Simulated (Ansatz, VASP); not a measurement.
**Two plane-wave programs on C3N**

```
CELL_PARAMETERS angstrom
0.00000 2.39546 2.39546
2.39546 0.00000 2.39546
2.39546 2.39546 0.00000
ATOMIC_POSITIONS crystal
C 0.25000 0.25000 0.25000
C 0.75000 0.75000 0.75000
C 0.50000 0.50000 0.50000
N 0.00000 0.00000 0.00000
```

Change from the starting cell: species swapped into the Ta3Os type (Fm-3m, No. 225).

Alike in both runs: task relaxation of cell and atoms; functional PBE; k mesh 16 × 16 × 16; occupations gaussian, width 0.1 eV; no spin polarisation.

|  | VASP | Ansatz |
| --- | --- | --- |
| version | VASP 6.6.1 | Ansatz 0.2.0 |
| potentials or method | VASP PAW PBE potentials, release 64 (C, N), cutoff 600 eV | scalar-relativistic, plane waves, PAW |
| valence electrons in the cell | 17 | 17 |

|  | VASP | Ansatz | Ansatz less VASP |
| --- | --- | --- | --- |
| gap on the k mesh at the Fermi level, each at its own relaxed structure (eV) | none | none | - |
| relaxed volume (Å³/atom) | 6.80 | 6.82 | +0.027 |
| relaxed cell length with the largest relative difference (Å) | 3.375 | 3.380 | +0.0044 |

A gap of «none» marks a metal or a gap that the smearing closes.

Noted on VASP's run: too few bands were computed for a metal, which touches its energy and stress.
